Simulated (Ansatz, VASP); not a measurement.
One calculation of CdI2, two programs

```
Cd I
1.0
     4.24400    0.00000    0.00000
    -2.12200    3.67541    0.00000
     0.00000    0.00000    6.85900
Cd I
1 2
Direct
  0.00000 0.00000 0.00000
  0.33333 0.66667 0.24920
  0.66667 0.33333 0.75080
```

Alike in both runs: task single point; functional PBE; dispersion D3(BJ); k mesh 9 × 9 × 6; occupations gaussian, width 0.05 eV; no spin polarisation.

```csv
,VASP,Ansatz
version,VASP 6.6.1,Ansatz 0.2.0
potentials or method,"VASP PAW PBE potentials, release 64 (Cd, I), cutoff 500 eV","scalar-relativistic, plane waves, PAW"
valence electrons in the cell,26,54
```

```csv
,VASP,Ansatz,Ansatz less VASP
gap on the k mesh at the Fermi level (eV),2.35,2.36,+0.008
least direct gap on the mesh (eV),2.61,2.63,+0.020
pressure (GPa),0.4,0.3,-0.13
"traceless stress, the component that is largest in VASP (GPa)",0.09,0.10,+0.009
rms of the force components (eV/Å),0.068,0.058,-0.0101
```

Atom by atom the forces differ by 0.010 eV/Å (rms over components). VASP's potentials hold 26 valence electrons a cell and Ansatz's 54, so a difference there can come from the potentials and not from the codes.

Spin-orbit coupling is off throughout.
